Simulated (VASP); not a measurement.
# H23C2NO10 in VASP: notebook

Runs on H23C2NO10. Level: LDA. Tasks: single point.

Program: VASP 6.6.1. These are calculated values, not measurements. Logs are shortened: lines on timing, memory, paths and dates and some standing lists are left out, and cuts for length are marked.

**1. The cell of the first run**

The cell holds an amorphous packing of atoms, 36 atoms: a = 5.946 Å, b = 5.946 Å, c = 5.946 Å, α = 90.00°, β = 90.00°, γ = 90.00°.

**2. Single point, LDA**

The input, INCAR:

```
SYSTEM = H23C2NO10
PREC     = Accurate       ! precision mode
ENCUT    = 520            ! plane-wave cutoff, eV
EDIFF    = 1E-6           ! SCF threshold, eV
ISMEAR   = -1             ! smearing method
SIGMA    = 0.02           ! smearing width, eV
LREAL    = Auto         
LASPH    = .True.         ! aspherical terms in the spheres
NELM     = 120            ! most SCF steps
ALGO     = Normal         ! electronic algorithm
ISIF     = 2              ! what is computed and relaxed
LWAVE    = .False.        ! write WAVECAR
LCHARG   = .False.        ! write CHGCAR
GGA      = CA             ! functional
NBANDS   = 72             ! bands
GGA_COMPAT= .False.
```

The input, KPOINTS:

```
regular mesh
0
Gamma
  1 1 1
  0 0 0
```

The input, POSCAR:

```
H23C2NO10
1.0
    5.9461310000      0.0000000000      0.0000000000
    0.0000000000      5.9461310000      0.0000000000
    0.0000000000      0.0000000000      5.9461310000
O H C N
10 23 2 1
Direct
    0.0264373590      0.9061354350      0.8076848626
    0.6364979177      0.9568911280      0.6378601481
    0.4018579476     -0.0854000694      0.1578505418
    0.7262369430      0.1669320773      0.0045744031
    0.1457922807      0.5281417446      0.1936217012
    0.2562170258      0.1464481694      0.4509823278
    0.2949480931      0.2483463617      0.9169996423
    0.9018637497      0.8831961489      0.2673166804
    0.8094338991      0.6215806547      0.9304537690
    0.8670511968      0.3397335175      0.5821600634
    0.0224179387      1.0472692243      0.7355034728
    0.1666966301      0.8186331583      0.7461490505
    0.6920466434      0.8201299299      0.7486380640
    0.5084482666      0.9316646404      0.5406709001
    0.3504800012     -0.2047549911      0.0754440156
    0.5469775220     -0.0100905950      0.1203976165
    0.8090807283      0.0681283342      0.1090288795
    0.6782897989      0.0395383149     -0.1315981770
    0.2503981160      0.4538581474      0.0843910099
    0.0129832323      0.4447261589      0.1643589756
    0.2786854175      0.3147592947      0.4276226003
    0.2887423772      0.0507388754      0.3095626383
    0.3217049877      0.2449323770      0.7564582751
    0.2335131870      0.1063716894      0.9851447942
    0.7979306208      0.8752750318      0.4021438478
    0.9141238227      0.7552978567      0.1678234132
    0.8991392891      0.6230942440      0.7997132926
    0.7471076571      0.4628892300      0.9366258496
    0.7622099143      0.2248352752      0.6459494417
    0.9849093469      0.2623050182      0.4889566005
    0.5130394874      0.3846703007      0.2275092829
    0.5989272688      0.6780711693      0.2154846572
    0.7782875957      0.4534881589      0.3303492641
    0.6014835529      0.5222723818      0.3194177861
    0.5070692186      0.5815546277      0.5412595182
    0.4223923085      0.6228924321      0.7123287395
```

Potentials or basis: VASP PAW LDA potentials, release 64 (O, H, C, N).

Started as:

```sh
cat potpaw_LDA.64/O/POTCAR potpaw_LDA.64/H/POTCAR potpaw_LDA.64/C/POTCAR potpaw_LDA.64/N/POTCAR > POTCAR
mpirun -np 1 vasp_gam > vasp.out
```

OUTCAR:

```text
SYSTEM = H23C2NO10
   PREC = Accurate
   ENCUT = 520
   EDIFF = 1E-6
   ISMEAR = -1
   LREAL = Auto
   LASPH = .True.
   NELM = 120
   ISIF = 2
   GGA = CA

 ion  position               nearest neighbor table
   1  0.026  0.906  0.808-  11 0.94  12 1.05
   2  0.636  0.957  0.638-  14 0.97  13 1.10
   3  0.402  0.915  0.158-  15 0.91  16 1.00  22 1.39
   4  0.726  0.167  0.005-  17 0.99  18 1.14
   5  0.146  0.528  0.194-  20 0.95  19 1.00
   6  0.256  0.146  0.451-  21 1.02  22 1.03
   7  0.295  0.248  0.917-  23 0.97  24 1.01
   8  0.902  0.883  0.267-  26 0.97  25 1.01
   9  0.809  0.622  0.930-  27 0.94  28 1.01
  10  0.867  0.340  0.582-  29 1.00  30 1.01
  11  0.022  0.047  0.736-   1 0.94
  12  0.167  0.819  0.746-   1 1.05
  13  0.692  0.820  0.749-   2 1.10
  14  0.508  0.932  0.541-   2 0.97
  15  0.350  0.795  0.075-   3 0.91
  16  0.547  0.990  0.120-   3 1.00
  17  0.809  0.068  0.109-   4 0.99
  18  0.678  0.040  0.868-   4 1.14
  19  0.250  0.454  0.084-   5 1.00
  20  0.013  0.445  0.164-   5 0.95
  21  0.279  0.315  0.428-   6 1.02
  22  0.289  0.051  0.310-   6 1.03   3 1.39
  23  0.322  0.245  0.756-   7 0.97
  24  0.234  0.106  0.985-   7 1.01
  25  0.798  0.875  0.402-   8 1.01
  26  0.914  0.755  0.168-   8 0.97
  27  0.899  0.623  0.800-   9 0.94
  28  0.747  0.463  0.937-   9 1.01
  29  0.762  0.225  0.646-  10 1.00
  30  0.985  0.262  0.489-  10 1.01
  31  0.513  0.385  0.228-  34 1.12
  32  0.599  0.678  0.215-  34 1.11
  33  0.778  0.453  0.330-  34 1.13
  34  0.601  0.522  0.319-  32 1.11  31 1.12  33 1.13  35 1.48
  35  0.507  0.582  0.541-  36 1.16  34 1.48
  36  0.422  0.623  0.712-  35 1.16

  LATTYP: Found a simple cubic cell.
 ALAT       =     5.9461310000

  Lattice vectors:

 A1 = (   5.9461310000,   0.0000000000,   0.0000000000)
 A2 = (   0.0000000000,   5.9461310000,   0.0000000000)
 A3 = (   0.0000000000,   0.0000000000,   5.9461310000)

Analysis of symmetry for initial positions (statically):
=====================================================================
 Subroutine PRICEL returns:
 Original cell was already a primitive cell.

 Routine SETGRP: Setting up the symmetry group for a
 simple cubic supercell.

 Subroutine GETGRP returns: Found  1 space group operations
 (whereof  1 operations were pure point group operations)
 out of a pool of 48 trial point group operations.

The static configuration has the point symmetry C_1 .

Analysis of symmetry for dynamics (positions and initial velocities):
[... 159 lines left out ...]
   IBRION =     -1    ionic relax: 0-MD 1-quasi-New 2-CG
   NFREE  =      0    steps in history (QN), initial steepest desc. (CG)
   ISIF   =      2    stress and relaxation
   ISYM   =      2    0-nonsym 1-usesym 2-fastsym
   POTIM  = 0.5000    time-step for ionic-motion
   TEBEG  =    0.0;   TEEND  =   0.0 temperature during run
   PSTRESS=    0.0 pullay stress
   NELECT =      96.0000    total number of electrons
   NUPDOWN=      -1.0000    fix difference up-down
   EMIN   =  10.00;   EMAX   =-10.00  energy-range for DOS
   EFERMI =   0.00;   METHOD = LEGACY
   ISMEAR =    -1;   SIGMA  =   0.02  broadening in eV -4-tet -1-fermi 0-gaus
   EFERMI_NEDOS =   21; number of points for ismear=-14 and -15
   IALGO  =     38    algorithm
   IMIX   =      4    mixing-type and parameters
     AMIX     =   0.40;   BMIX     =  1.00
     AMIX_MAG =   1.60;   BMIX_MAG =  1.00
  volume/ion in A,a.u.               =       5.84        39.41
  Fermi-wavevector in a.u.,A,eV,Ry     =   1.260658  2.382299 21.623191  1.589260
  Thomas-Fermi vector in A             =   2.394157
   LORBIT       =      0    0 simple, 1 ext, 2 COOP (PROOUT), +10 PAW based schemes
   GGA     = CA    functional components
   LHFCALC =     F    Hartree Fock is set to
   AEXX    =    0.0000 exact exchange contribution
   IVDW    =     0    specifies the selected vdW correction
   LEPSILON=     F    determine dielectric tensor
   LRPA    =     F    only Hartree local field effects (RPA)
 non-spin polarized calculation
  energy-cutoff  :      520.00
  volume of cell :      210.23
 maximum number of plane-waves:      2848
 NGX is ok and might be reduce to    48
   NGX = 23   NGY = 23   NGZ = 23

 number of electron      96.0000004 magnetization

 Free energy of the ion-electron system (eV)
  ---------------------------------------------------
  ext. energy  EPLUGINS =         0.00000000
  ---------------------------------------------------
  free energy    TOTEN  =      -189.61613460 eV

  energy without entropy =     -189.61613460  energy(sigma->0) =     -189.61613460

 E-fermi :   0.3180     XC(G=0): -10.1535

 val. band max:       -0.1866136633   @ k =   0.0000   0.0000   0.0000
 cond. band min:       4.4220854650   @ k =   0.0000   0.0000   0.0000
 fundamental gap:      4.6086991284
 Fermi energy:         0.3179951259

 k-point     1 :       0.0000    0.0000    0.0000
  band No.  band energies     occupation
      1     -20.7868      2.00000
      2     -20.2054      2.00000
      3     -19.5996      2.00000
      4     -19.1151      2.00000
      5     -18.9336      2.00000
      6     -18.7197      2.00000
[... 52 lines left out ...]
     59       9.0973      0.00000
     60       9.3651      0.00000
 [bands above 60 left out]

------------------------ aborting loop because EDIFF is reached ----------------------------------------

  FORCE on cell =-STRESS in cart. coord.  units (eV):
  Direction    XX          YY          ZZ          XY          YZ          ZX
  --------------------------------------------------------------------------------------
  -------------------------------------------------------------------------------------
  Total       15.9711371     13.3731566      7.9570647      4.1460147     -2.5329419      3.7639363
  in kB      121.7146914    101.9157003     60.6401203     31.5964286    -19.3033372     28.6846418
  external PRESSURE =      94.7568373 kB  Pullay stress =       0.0000000 kB

 VOLUME and BASIS-vectors are now :
 -----------------------------------------------------------------------------
  energy-cutoff  :      520.00
  volume of cell :      210.23
      direct lattice vectors                 reciprocal lattice vectors
     5.946131000  0.000000000  0.000000000     0.168176584  0.000000000  0.000000000
     0.000000000  5.946131000  0.000000000     0.000000000  0.168176584  0.000000000
     0.000000000  0.000000000  5.946131000     0.000000000  0.000000000  0.168176584

 POSITION                                       TOTAL-FORCE (eV/Angst)
 -----------------------------------------------------------------------------------
      0.15720      5.38800      4.80260         2.604463     -2.524433      0.055502
      3.78470      5.68980      3.79280         2.638391     -0.388622      1.487293
      2.38950      5.43833      0.93860         0.662986      2.615007      2.382837
      4.31830      0.99260      0.02720        -1.554508     -1.681245     -2.239593
      0.86690      3.14040      1.15130         1.691634      0.558356      0.770573
      1.52350      0.87080      2.68160        -0.245062      1.496704      1.000829
[... 28 lines left out ...]
      3.01510      3.45800      3.21840         0.054045     -2.007749     -2.136451
      2.51160      3.70380      4.23560        -1.070381     -0.448190     -0.396874
 -----------------------------------------------------------------------------------
    total drift:                               -0.009136     -0.001213      0.002597

  FREE ENERGIE OF THE ION-ELECTRON SYSTEM (eV)
  ---------------------------------------------------
  free  energy   TOTEN  =      -189.6161345958 eV

  energy  without entropy=     -189.6161345958  energy(sigma->0) =     -189.61613460
```

OSZICAR:

```text
N       E                     dE             d eps       ncg     rms          rms(c)
DAV:   1     0.707694916964E+03    0.70769E+03   -0.57403E+04   144   0.132E+03
DAV:   2    -0.146964937614E+03   -0.85466E+03   -0.79873E+03   176   0.327E+02
DAV:   3    -0.206968158252E+03   -0.60003E+02   -0.59441E+02   176   0.880E+01
DAV:   4    -0.207734062980E+03   -0.76590E+00   -0.76434E+00   176   0.110E+01
DAV:   5    -0.207742373846E+03   -0.83109E-02   -0.83065E-02   176   0.116E+00    0.255E+01
DAV:   6    -0.190843234751E+03    0.16899E+02   -0.43839E+01   168   0.263E+01    0.988E+00
DAV:   7    -0.189989835531E+03    0.85340E+00   -0.26816E+00   184   0.655E+00    0.602E+00
DAV:   8    -0.189654377129E+03    0.33546E+00   -0.60865E-01   168   0.376E+00    0.173E+00
DAV:   9    -0.189619447069E+03    0.34930E-01   -0.75919E-02   176   0.128E+00    0.497E-01
DAV:  10    -0.189616145138E+03    0.33019E-02   -0.28906E-02   168   0.824E-01    0.271E-01
DAV:  11    -0.189616087414E+03    0.57725E-04   -0.61413E-03   176   0.313E-01    0.108E-01
DAV:  12    -0.189616106526E+03   -0.19112E-04   -0.43947E-04   168   0.985E-02    0.510E-02
DAV:  13    -0.189616134660E+03   -0.28134E-04   -0.73920E-05   176   0.414E-02    0.109E-02
DAV:  14    -0.189616134393E+03    0.26645E-06   -0.14052E-05   176   0.179E-02    0.613E-03
DAV:  15    -0.189616134596E+03   -0.20234E-06   -0.25962E-06   160   0.837E-03
   1 F= -.18961613E+03 E0= -.18961613E+03  d E =-.115725E-10
```

stdout:

```text
POSCAR found type information on POSCAR O H C N
 POSCAR found :  4 types and      36 ions
 scaLAPACK will be used
 LDA part: xc-table for (Slater(with rela. corr.)+CA(PZ))
 , standard interpolation
 POSCAR, INCAR and KPOINTS ok, starting setup
 FFT: planning ... GRIDC
 FFT: planning ... GRID_SOFT
 FFT: planning ... GRID
 WAVECAR not read
 entering main loop
```

Run time: 26 s. Hardware: 1 thread of Intel Xeon Platinum 8124M at 3.00GHz (Skylake/Cascade Lake), shared host; peak memory 0.25 GiB.

Results:

```
Free energy            : -189.6161 eV
Pressure               : 9.5 GPa
Largest force          : 3.963 eV/Å
Band gap on the k mesh : 4.61 eV
```

Forces on the atoms (eV/Å):
```
O    2.604 -2.524  0.056
O    2.638 -0.389  1.487
O    0.663  2.615  2.383
O   -1.555 -1.681 -2.240
O    1.692  0.558  0.771
O   -0.245  1.497  1.001
O   -0.330  0.634  0.929
O   -0.613  2.162  1.799
O   -2.257 -1.202  1.305
O    1.112 -0.746  0.867
H    0.307  1.885 -1.199
H   -1.496  1.086  0.577
H   -0.761  0.766 -1.605
H   -1.217  0.129  0.295
H   -1.265 -2.993 -2.150
H   -0.070  0.480 -0.823
H    1.446 -0.580  0.880
H    0.615  3.390  1.959
H   -0.270 -0.410 -0.515
H   -1.113 -0.582 -0.624
H   -0.232 -1.376 -0.531
H   -0.199  0.295  0.325
H   -0.237 -0.538 -0.382
H    0.436  0.488 -1.029
H    1.073 -0.187 -0.858
H   -0.053 -0.999 -0.509
H    1.518 -0.315 -1.474
H    0.181  0.397  0.001
H    0.548  0.088 -0.584
H   -0.073 -0.344  0.588
H   -0.038  0.408  0.429
H   -0.200 -0.854  0.390
H   -1.504  0.842  0.556
C   -0.089  0.455  0.461
C    0.054 -2.008 -2.136
N   -1.070 -0.448 -0.397
```

Levels at points of the mesh, in eV from the valence-band top:
```
           k point  band 45  band 46  band 47  band 48  band 49  band 50  band 51  band 52
(0.00, 0.00, 0.00)    -0.81    -0.46    -0.30     0.00     4.61     4.79     4.87     7.62
```

Caveat: the k points lie up to 1.06 Å⁻¹ apart.

[end of part 1 of 4]
